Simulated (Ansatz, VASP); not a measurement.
# CdHClO in VASP and in Ansatz

File INCAR:

```
SYSTEM = CdHClO
ALGO = Normal
EDIFF = 1E-6
ENCUT = 520
ISIF = 2
ISMEAR = 0
LASPH = .True.
LCHARG = .True.
LELF = .True.
LREAL = .False.
LVHAR = .True.
LWAVE = .False.
NBANDS = 36
NELM = 100
PREC = Accurate
SIGMA = 0.01
```

File KPOINTS:

```
k-points
0
Gamma
  5 5 2
  0 0 0
```

POSCAR

```
CdHClO
1.0
    3.6648000000      0.0000000000      0.0000000000
   -1.8324000000      3.1738099000      0.0000000000
    0.0000000000      0.0000000000     10.2305000000
Cd H Cl O
2 2 2 2
Direct
    0.3333333339      0.6666666677      0.0079099995
    0.6666666661      0.3333333323      0.5079099995
    0.0000000000      0.0000000000      0.1800000000
    0.0000000000      0.0000000000      0.6800000000
    0.3333333339      0.6666666677      0.3433000000
    0.6666666661      0.3333333323      0.8433000000
    0.0000000000      0.0000000000      0.0892000000
    0.0000000000      0.0000000000      0.5892000000
```

Input for Ansatz:

```yaml
crystal:
  lattice:
    - [3.6648, 0.0, 0.0]
    - [-1.8324, 3.1738099, 0.0]
    - [0.0, 0.0, 10.2305]
  atoms:
    - { symbol: Cd, position: [0.33333333385846453, 0.6666666677169291, 0.007909999511265335] }
    - { symbol: Cd, position: [0.6666666661415355, 0.3333333322830708, 0.5079099995112654] }
    - { symbol: H, position: [0.0, 0.0, 0.18000000000000002] }
    - { symbol: H, position: [0.0, 0.0, 0.68] }
    - { symbol: Cl, position: [0.33333333385846453, 0.6666666677169291, 0.34330000000000005] }
    - { symbol: Cl, position: [0.6666666661415355, 0.3333333322830708, 0.8432999999999999] }
    - { symbol: O, position: [0.0, 0.0, 0.08920000000000002] }
    - { symbol: O, position: [0.0, 0.0, 0.5892] }
basis:
  ecutwfc: 550.0
  xc_grid: 3
kpoints:
  mp_grid:
    grid: [5, 5, 2]
hamiltonian:
  xc: lda
scf:
  occupations:
    method: fixed
output:
  eigenvalues: true
```

Alike in both runs: task single point; functional LDA; k mesh 5 × 5 × 2; no spin polarisation.

|  | VASP | Ansatz |
| --- | --- | --- |
| version | VASP 6.6.1 | Ansatz 0.2.0 |
| potentials or method | VASP PAW LDA potentials, release 64 (Cd, H, Cl, O), cutoff 520 eV | plane waves, PAW |
| occupations | gaussian, width 0.01 eV | fixed |
| valence electrons in the cell | 52 | 68 |

```tsv
	VASP	Ansatz	Ansatz less VASP
gap on the k mesh at the Fermi level (eV)	2.34	2.32	-0.019
```

LDA's correlation is that of Perdew and Zunger in VASP and of Perdew and Wang (1992) in Ansatz. VASP's potentials hold 52 valence electrons a cell and Ansatz's 68, so a difference there can come from the potentials and not from the codes.
